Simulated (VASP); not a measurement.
## Hg: single point with PBE

The system is Hg.

```
Hg
1.0
     0.00000    3.33034    3.33034
     3.33034    0.00000    3.33034
     3.33034    3.33034    0.00000
Hg
2
Direct
  0.76250 0.91250 0.91250
  0.23750 0.08750 0.08750
```

This cell differs from its parent crystal: shortest bond scaled by 0.7.

```yaml
Program: VASP 6.6.1
Task: single point
Functional: PBE
Potentials_or_basis: VASP PAW PBE potentials, release 64 (Hg)
Cutoff: 520 eV
k_mesh: 8 × 8 × 8
Occupations: fermi-dirac, width 0.05 eV
Spin: no spin polarisation
Dipole_correction: no
Further_INCAR_settings: ALGO = Normal; EDIFF = 1e-07; NBANDS = 19
```

The pressure is 33.7 GPa, the largest force is 24.729 eV/Å and the band gap on the k mesh is zero (bands 12 and 13 overlap by 3.39 eV).

Forces in eV/Å, atoms in the order of the input:
```
Hg  -14.277  14.277  14.277
Hg   14.277 -14.277 -14.277
```

Stress tensor (GPa, compression positive):
```
 33.71 -36.38 -36.38
-36.38  33.71  36.38
-36.38  36.38  33.71
```

Levels at points of the mesh, in eV from the Fermi level:
| k point | band 9 | band 10 | band 11 | band 12 | band 13 | band 14 | band 15 | band 16 |
| --- | --- | --- | --- | --- | --- | --- | --- | --- |
| (0.00, 0.00, 0.00) | -6.05 | -6.05 | -5.86 | 3.14 | 3.34 | 4.77 | 4.77 | 6.40 |
| (0.50, 0.00, 0.00) | -5.53 | -5.53 | -5.14 | -3.44 | 2.61 | 2.61 | 4.53 | 7.41 |
| (0.00, 0.50, 0.00) | -6.21 | -5.64 | -5.17 | -2.27 | 2.77 | 3.05 | 4.83 | 4.98 |
| (0.50, 0.50, 0.00) | -5.56 | -5.48 | -4.80 | -2.65 | 1.07 | 1.94 | 2.96 | 4.54 |

It took 57 s on 1 thread of Intel(R) Xeon(R) Platinum 8488C (Sapphire Rapids), with other jobs on the host, peak memory 0.24 GiB.

Caveat: the cell differs from its parent crystal (shortest bond scaled by 0.7); the cell stands under pressure; spin-orbit coupling is left out, which moves the levels of the heavy elements; forces of over 1 eV/Å act on the atoms, so gaps and moduli don't describe the material at rest.
